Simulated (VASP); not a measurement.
Ge2TeO3:

```
Ge Te O
1.0
     3.49623    0.00000    0.00000
     0.00000    3.49623    0.00000
     0.00000    0.00000    7.63020
Ge Te O
2 1 3
Direct
  0.50000 0.00000 0.73918
  0.00000 0.50000 0.26082
  0.50000 0.50000 0.00000
  0.50000 0.00000 0.38228
  0.00000 0.50000 0.61772
  0.00000 0.00000 0.00000
```

The cell was generated, and may not be a known phase.

```yaml
Program: VASP 6.6.1
Task: relaxation of cell and atoms
Functional: PBE
Potentials_or_basis: VASP PAW PBE potentials, release 64 (Ge_d, Te, O)
Cutoff: 600 eV
k_mesh: 6 × 6 × 2
Occupations: gaussian, width 0.1 eV
Spin: no spin polarisation
```

At the start: pressure -3.9 GPa; volume 15.54 Å³/atom.

Task: How do energy, volume and symmetry change on relaxing?

Result: Over 24 steps the energy falls by 873.7 meV/atom and the volume is 16.29 Å³/atom (+4.8 %); space group P-4m2 (No. 115, to 0.1 Å) before and after.

The path:
| step | energy change (eV) | largest force (eV/Å) | pressure (GPa) | volume (Å³) |
| --- | --- | --- | --- | --- |
| 1 | 0.0000 | 4.9763 | -3.91 | 93.27 |
| 2 | -2.5197 | 3.8136 | -5.34 | 88.21 |
| 3 | -4.1397 | 1.4378 | 6.71 | 80.74 |
| 4 | -4.1581 | 1.3131 | 4.50 | 81.49 |
| 5 | -4.5128 | 1.4298 | -2.02 | 86.65 |
| 6 | -4.6702 | 1.2689 | -6.15 | 95.10 |
| 7 | -4.7731 | 1.1024 | -2.02 | 94.70 |
| 8 | -4.7756 | 0.9105 | -2.63 | 94.75 |
| 9 | -4.9091 | 0.7848 | -1.38 | 93.08 |
| 10 | -5.0708 | 0.5968 | 2.60 | 89.18 |
| 11 | -5.0738 | 0.6052 | 3.59 | 88.38 |
| 12 | -5.1434 | 0.6045 | 0.88 | 90.26 |
| 13 | -5.1504 | 0.5713 | -0.16 | 91.03 |
| 14 | -5.1848 | 0.3668 | 0.10 | 91.56 |
| 15 | -5.1934 | 0.2297 | 0.40 | 91.97 |
| 16 | -5.2049 | 0.1617 | 0.46 | 92.56 |
| 17 | -5.2284 | 0.0713 | 0.76 | 94.31 |
| 18 | -5.2259 | 0.5297 | 1.68 | 97.76 |
| 19 | -5.2346 | 0.3190 | 1.25 | 96.13 |
| 20 | -5.2412 | 0.1083 | 0.21 | 97.43 |
| 21 | -5.2415 | 0.0795 | -0.01 | 97.74 |
| 22 | -5.2415 | 0.0827 | -0.04 | 97.77 |
| 23 | -5.2419 | 0.0650 | -0.03 | 97.76 |
| 24 | -5.2425 | 0.0119 | -0.02 | 97.72 |

Final structure:
```
CELL_PARAMETERS angstrom
3.29300 0.00000 0.00000
0.00000 3.29300 0.00000
0.00000 0.00000 9.01116
ATOMIC_POSITIONS crystal
Ge 0.50000 0.00000 0.63215
Ge 0.00000 0.50000 0.36785
Te 0.50000 0.50000 0.00000
O 0.50000 0.00000 0.41904
O 0.00000 0.50000 0.58096
O 0.00000 0.00000 0.00000
```

Caveat: the k points lie up to 0.35 Å⁻¹ apart in the final cell, too coarse for converged energies and pressures of a metal; a cell axis changed by over 15 % at a fixed basis, so the end point is rough.
